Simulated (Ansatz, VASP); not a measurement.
**Two plane-wave programs on HO**

```
CELL_PARAMETERS angstrom
9.29642 0.00000 0.00000
-4.64821 8.05093 0.00000
0.00000 0.00000 24.42556
ATOMIC_POSITIONS crystal
O 0.80356 0.61653 0.59583
O 0.68864 0.67520 0.61153
H 0.79213 0.54661 0.62731
H 0.59472 0.60735 0.58650
```

Alike in both runs: task single point; functional PBE; dispersion D3(BJ); k mesh 3 × 3 × 1; occupations gaussian, width 0.1 eV; no spin polarisation.

|  | VASP | Ansatz |
| --- | --- | --- |
| version | VASP 6.6.1 | Ansatz 0.2.0 |
| potentials or method | VASP PAW PBE potentials, release 64 (O, H), cutoff 520 eV | scalar-relativistic, plane waves, PAW |
| valence electrons in the cell | 14 | 14 |

|  | VASP | Ansatz | Ansatz less VASP |
| --- | --- | --- | --- |
| gap on the k mesh at the Fermi level (eV) | 4.92 | 4.95 | +0.037 |
| rms of the force components (eV/Å) | 0.231 | 0.276 | +0.0453 |

Atom by atom the forces differ by 0.085 eV/Å (rms over components).
